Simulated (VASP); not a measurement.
# In3S2 (R-3m) in VASP: a series of runs, part 2 of 2

VASP 6.6.1. Earlier steps stand in the parts before.

### Step 3. Single point, PBE

This run uses another cell than the first one, of 31.83 Å³/atom, 0.964 times its volume.

File INCAR:

```
PREC     = Accurate       # precision mode
ENCUT    = 520            # plane-wave cutoff, eV
EDIFF    = 1E-6           # SCF threshold, eV
ISMEAR   = 0              # smearing method
SIGMA    = 0.1            # smearing width, eV
LREAL    = F              # projectors in reciprocal space
LASPH    = T              # aspherical terms in the spheres
NELM     = 80             # most SCF steps
ALGO     = Normal         # electronic algorithm
ISIF     = 2              # what is computed and relaxed
LWAVE    = F              # write WAVECAR
LCHARG   = T              # write CHGCAR
GGA      = PE             # functional
LELF     = T              # ELF
LVHAR    = T            
NBANDS   = 34             # bands
```

File KPOINTS:

```
Automatic mesh
0
Gamma
  6 6 6
```

File POSCAR:

```
In3S2
1.0
    4.3430156294      2.5074412428      2.4354557055
   -4.3430156294      2.5074412428      2.4354557055
    0.0000000000     -5.0148824855      2.4354557056
In S
3 2
Direct
    0.0000000000      0.5000000000      0.0000000000
    0.0000000000      0.0000000000      0.5000000000
    0.5000000000      0.0000000000      0.0000000000
    0.7350674365      0.7350674365      0.7350674365
    0.2649325635      0.2649325635      0.2649325635
```

Potentials or basis: VASP PAW PBE potentials, release 64 (In_d, S).

The run is started by

```
cat potpaw_PBE.64/In_d/POTCAR potpaw_PBE.64/S/POTCAR > POTCAR
mpirun -np 1 vasp_std > vasp.out
```

OUTCAR:

```text
PREC = Accurate
   ENCUT = 520
   EDIFF = 1E-6
   ISMEAR = 0
   LREAL = F
   LASPH = T
   NELM = 80
   ISIF = 2
   GGA = PE

 ion  position               nearest neighbor table
   1  0.000  0.500  0.000-   4 2.61   5 2.61   2 3.50   2 3.50   3 3.50   3 3.50
   2  0.000  0.000  0.500-   4 2.61   5 2.61   1 3.50   3 3.50   1 3.50   3 3.50
   3  0.500  0.000  0.000-   4 2.61   5 2.61   2 3.50   2 3.50   1 3.50   1 3.50
   4  0.735  0.735  0.735-   1 2.61   3 2.61   2 2.61
   5  0.265  0.265  0.265-   1 2.61   3 2.61   2 2.61

[... 1092 lines left out ...]
  --------------------------------------------------------------------------------------
  -------------------------------------------------------------------------------------
  Total       -0.0582281     -0.0582281     -0.0477199      0.0000000      0.0000000     -0.0000000
  in kB       -0.5862594     -0.5862594     -0.4804591      0.0000000      0.0000000     -0.0000000
  external PRESSURE =      -0.5509926 kB  Pullay stress =       0.0000000 kB

 VOLUME and BASIS-vectors are now :
 -----------------------------------------------------------------------------
  energy-cutoff  :      520.00
  volume of cell :      159.13
      direct lattice vectors                 reciprocal lattice vectors
     4.343015629  2.507441243  2.435455705     0.115127378  0.066468822  0.136866925
    -4.343015629  2.507441243  2.435455705    -0.115127378  0.066468822  0.136866925
     0.000000000 -5.014882486  2.435455706     0.000000000 -0.132937645  0.136866925

 POSITION                                       TOTAL-FORCE (eV/Angst)
 -----------------------------------------------------------------------------------
     -2.17151      1.25372      1.21773        -0.000000      0.000000     -0.000000
      0.00000     -2.50744      1.21773         0.000000     -0.000000     -0.000000
      2.17151      1.25372      1.21773         0.000000      0.000000     -0.000000
      0.00000      0.00000      5.37067        -0.000000      0.000000      0.006408
      0.00000      0.00000      1.93569        -0.000000     -0.000000     -0.006408
 -----------------------------------------------------------------------------------
    total drift:                               -0.000000      0.000000     -0.000000

  FREE ENERGIE OF THE ION-ELECTRON SYSTEM (eV)
  ---------------------------------------------------
  free  energy   TOTEN  =       -14.9479239757 eV

  energy  without entropy=      -14.9275589423  energy(sigma->0) =      -14.93774146
```

OSZICAR:

```text
N       E                     dE             d eps       ncg     rms          rms(c)
DAV:   1     0.483692925040E+03    0.48369E+03   -0.23155E+04  2176   0.167E+03
DAV:   2     0.469242024454E+02   -0.43677E+03   -0.42435E+03  2224   0.425E+02
DAV:   3    -0.122508583270E+02   -0.59175E+02   -0.57362E+02  2624   0.168E+02
DAV:   4    -0.161718584124E+02   -0.39210E+01   -0.38662E+01  2672   0.430E+01
DAV:   5    -0.163499429516E+02   -0.17808E+00   -0.17796E+00  3032   0.881E+00    0.115E+01
DAV:   6    -0.149309471426E+02    0.14190E+01   -0.33402E+00  3256   0.177E+01    0.696E+00
DAV:   7    -0.149612971233E+02   -0.30350E-01   -0.69926E-01  2396   0.344E+00    0.300E+00
DAV:   8    -0.149504273597E+02    0.10870E-01   -0.87678E-02  3396   0.161E+00    0.836E-01
DAV:   9    -0.149479043199E+02    0.25230E-02   -0.22012E-02  3318   0.100E+00    0.312E-01
DAV:  10    -0.149479045689E+02   -0.24903E-06   -0.41237E-03  2958   0.539E-01    0.116E-01
DAV:  11    -0.149479035783E+02    0.99063E-06   -0.88940E-04  3210   0.198E-01    0.759E-02
DAV:  12    -0.149479284945E+02   -0.24916E-04   -0.17531E-04  3098   0.698E-02    0.355E-02
DAV:  13    -0.149479262918E+02    0.22028E-05   -0.10764E-04  2946   0.797E-02    0.120E-02
DAV:  14    -0.149479238192E+02    0.24725E-05   -0.22626E-05  2746   0.344E-02    0.421E-03
DAV:  15    -0.149479239757E+02   -0.15645E-06   -0.18166E-06  1894   0.746E-03
   1 F= -.14947924E+02 E0= -.14937741E+02  d E =-.203650E-01
```

stdout:

```text
POSCAR found type information on POSCAR InS
 POSCAR found :  2 types and       5 ions
 scaLAPACK will be used
 LDA part: xc-table for (Slater+PW92), standard interpolation
 POSCAR, INCAR and KPOINTS ok, starting setup
 FFT: planning ... GRIDC
 FFT: planning ... GRID_SOFT
 FFT: planning ... GRID
 WAVECAR not read
 entering main loop
```

Run time: 1.8 min. Hardware: 1 thread of AMD EPYC 9R45 (Zen 5), shared host; peak memory 0.29 GiB.

What came out:

| Quantity | Value |
| --- | --- |
| Free energy | -14.9479 eV |
| Pressure | -0.1 GPa |
| Largest force | 0.006 eV/Å |

Forces in eV/Å, atoms in the order of the input:
```
In   0.000  0.000  0.000
In   0.000  0.000  0.000
In   0.000  0.000  0.000
S    0.000  0.000  0.006
S    0.000  0.000 -0.006
```

Levels at points of the mesh, in eV from the Fermi level:
```tsv
k point	band 21	band 22	band 23	band 24	band 25	band 26	band 27	band 28	band 29	band 30
(0.00, 0.00, 0.00)	-3.61	-3.61	-2.34	-0.93	-0.63	-0.63	0.88	0.88	1.19	4.40
(0.50, 0.00, 0.00)	-3.55	-2.66	-2.29	-0.66	-0.55	-0.27	-0.06	2.35	2.59	3.16
(0.50, 0.50, 0.00)	-3.27	-3.25	-1.78	-1.59	-0.69	0.31	1.18	2.14	2.44	3.24
(0.50, 0.50, 0.50)	-3.98	-2.98	-2.58	-0.02	0.32	0.32	0.33	0.33	1.75	4.27
```

Caveat: spin-orbit coupling is left out, which moves the levels of the heavy elements.
